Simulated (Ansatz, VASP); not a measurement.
## Two plane-wave programs on Ge3Pd

INCAR

```
SYSTEM = Ge3Pd
ALGO = Normal ; EDIFF = 1E-7
ENCUT = 520 ; GGA = PE
ISIF = 2 ; ISMEAR = 0
ISPIN = 2 ; LASPH = .TRUE.
LCHARG = .FALSE. ; LMAXMIX = 4
LORBIT = 11 ; LREAL = .FALSE.
LWAVE = .FALSE. ; MAGMOM = 0 0 0 1
NBANDS = 38 ; NELM = 150
PREC = Accurate ; SIGMA = 0.1
```

File KPOINTS:

```
k-points
0
G
  4 4 4
  0 0 0
```

The input POSCAR:

```
Ge3Pd
1.0
    4.1377279248      0.0000000000      0.0000000000
    0.0000000000      4.1377279248      0.0000000000
    0.0000000000      0.0000000000      4.1377279248
Ge Pd
3 1
Direct
    0.0000000000      0.5000000000      0.5000000000
    0.5000000000      0.0000000000      0.5000000000
    0.5000000000      0.5000000000      0.0000000000
    0.0000000000      0.0000000000      0.0000000000
```

Input for Ansatz:

```yaml
crystal:
  lattice:
    - [4.1377279248, 0.0, 0.0]
    - [0.0, 4.1377279248, 0.0]
    - [0.0, 0.0, 4.1377279248]
  atoms:
    - { symbol: Ge, position: [0.0, 0.5, 0.5] }
    - { symbol: Ge, position: [0.5, 0.0, 0.5] }
    - { symbol: Ge, position: [0.5, 0.5, 0.0] }
    - { symbol: Pd, position: [0.0, 0.0, 0.0], spin: 1.0 }
basis:
  ecutwfc: 420
kpoints:
  mp_grid: { grid: [4, 4, 4] }
hamiltonian:
  xc: pbe
scf:
  occupations: { method: gaussian, width: 0.1 }
  lower_state_search: "off"
output:
  forces: true
  stress: true
  eigenvalues: true
  populations: true
magnetization:
  spin_polarized: true
```

Alike in both runs: task single point; functional PBE; k mesh 4 × 4 × 4; occupations gaussian, width 0.1 eV; collinear spin.

|  | VASP | Ansatz |
| --- | --- | --- |
| version | VASP 6.6.1 | Ansatz 0.2.0 |
| potentials or method | VASP PAW PBE potentials, release 64 (Ge_d, Pd), cutoff 520 eV | scalar-relativistic, plane waves, PAW |
| valence electrons in the cell | 52 | 60 |

VASP gave:

| Item | Value |
| --- | --- |
| gap on the k mesh at the Fermi level (eV) | none |
| pressure (GPa) | 0.1 |
| net moment per atom (μB) | 0.00 |

Question: What did Ansatz give for the same quantities?

Answer: gap on the k mesh at the Fermi level (eV): none; pressure (GPa): 0.0; net moment per atom (μB): 0.00.

A gap of «none» marks a metal or a gap that the smearing closes. VASP's potentials hold 52 valence electrons a cell and Ansatz's 60, so a difference there can come from the potentials and not from the codes. Ansatz's warnings: seeded moment not kept.

The k mesh is coarse, so the values compare programs but aren't converged.
